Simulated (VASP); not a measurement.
Set up this calculation in VASP 6.6.1, as the native input.

| Quantity | Value |
| --- | --- |
| Task | single point |
| Functional | PBE |
| Potentials or basis | VASP PAW PBE potentials, release 64 (Si) |
| Cutoff | 520 eV |
| k mesh | 12 × 12 × 6 |
| Occupations | gaussian, width 0.05 eV |
| Spin | no spin polarisation |
| Dipole correction | no |
| Further INCAR settings | ALGO = Normal; EDIFF = 1e-07; NBANDS = 16 |

The structure of Si lies in POSCAR:

```
Si
1.0
    3.8510822046      0.0000000000      0.0000000000
   -1.9255411023      3.3351350212      0.0000000000
    0.0000000000      0.0000000000      6.3646810974
Si
4
Direct
    0.3333333333      0.6666666667      0.0817861204
    0.6666666667      0.3333333333      0.5817861204
    0.3333333333      0.6666666667      0.4182138796
    0.6666666667      0.3333333333      0.9182138796
```

This isn't the form of Si at room conditions, which is diamond.

This cell differs from its parent crystal: atoms shifted along a free coordinate, c/a of the conventional cell at fixed volume 1.6527.

One way to write it, as run:

INCAR

```
SYSTEM = Si
PREC     = Accurate       ! precision mode
ENCUT    = 520            ! plane-wave cutoff, eV
EDIFF    = 1E-7           ! SCF threshold, eV
ISMEAR   = 0              ! smearing method
SIGMA    = 0.05           ! smearing width, eV
LREAL    = .FALSE.        ! projectors in reciprocal space
LASPH    = .TRUE.         ! aspherical terms in the spheres
NELM     = 100            ! most SCF steps
ALGO     = Normal         ! electronic algorithm
ISIF     = 2              ! what is computed and relaxed
LWAVE    = .FALSE.        ! write WAVECAR
LCHARG   = .TRUE.         ! write CHGCAR
GGA      = PE             ! functional
LELF     = .TRUE.         ! ELF
LVHAR    = .TRUE.       
NBANDS   = 16             ! bands
```

KPOINTS

```
Automatic mesh
0
G
  12 12 6
  0 0 0
```

Potentials or basis: VASP PAW PBE potentials, release 64 (Si).

Command:

```bash
$ cat potpaw_PBE.64/Si/POTCAR > POTCAR
$ mpirun -np 1 vasp_std > vasp.out
```

Results of the run:

| Item | Value |
| --- | --- |
| Pressure | 2.0 GPa |
| Largest force | 4.121 eV/Å |
| Band gap on the k mesh | zero (bands 8 and 9 overlap by 0.65 eV) |

Caveat: the stress differs along the axes, from -5 to 15 GPa; semilocal functionals underestimate gaps, and a narrow one can read as zero; forces of over 1 eV/Å act on the atoms, so gaps and moduli don't describe the material at rest.

Run time: 80 s on 1 thread of Intel(R) Xeon(R) Platinum 8259CL CPU @ 2.50GHz (Skylake/Cascade Lake), with other jobs on the host, peak memory 0.23 GiB.
